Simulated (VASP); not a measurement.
Si: single point with PBE

The system is Si.

```
Si
1.0
     0.00000    2.80980    2.34225
     2.80980    0.00000    2.34225
     2.80980    2.80980    0.00000
Si
2
Direct
  0.50000 0.50000 0.50000
  0.75000 0.75000 0.75000
```

| Item | Value |
| --- | --- |
| Program | VASP 6.6.1 |
| Task | single point |
| Functional | PBE |
| Potentials or basis | VASP PAW PBE potentials, release 64 (Si) |
| Cutoff | 520 eV |
| k mesh | 10 × 10 × 10 |
| Occupations | gaussian, width 0.05 eV |
| Spin | no spin polarisation |

```
Pressure               : 8.9 GPa
Band gap on the k mesh : zero (bands 4 and 5 overlap by 1.44 eV)
```

Stress tensor (GPa, compression positive):
```
 5.86  0.00  0.00
 0.00  5.86  0.00
 0.00  0.00 15.07
```

Levels at points of the mesh, in eV from the Fermi level:
```
           k point  band 2  band 3  band 4  band 5  band 6  band 7
(0.00, 0.00, 0.00)   -0.30   -0.30    0.80    2.37    3.04    3.04
(0.50, 0.00, 0.00)   -7.30   -2.01   -0.49    1.06    2.62    5.06
(0.50, 0.50, 0.00)   -7.24   -3.91   -3.91   -0.32   -0.32   10.47
(0.50, 0.00, 0.50)   -8.41   -2.40   -2.40    1.20    1.20    8.75
```

Wall time 27 s on 1 thread of Intel Xeon 8259CL (shared host), peak memory 0.17 GiB.

Caveat: the cell stands under pressure.
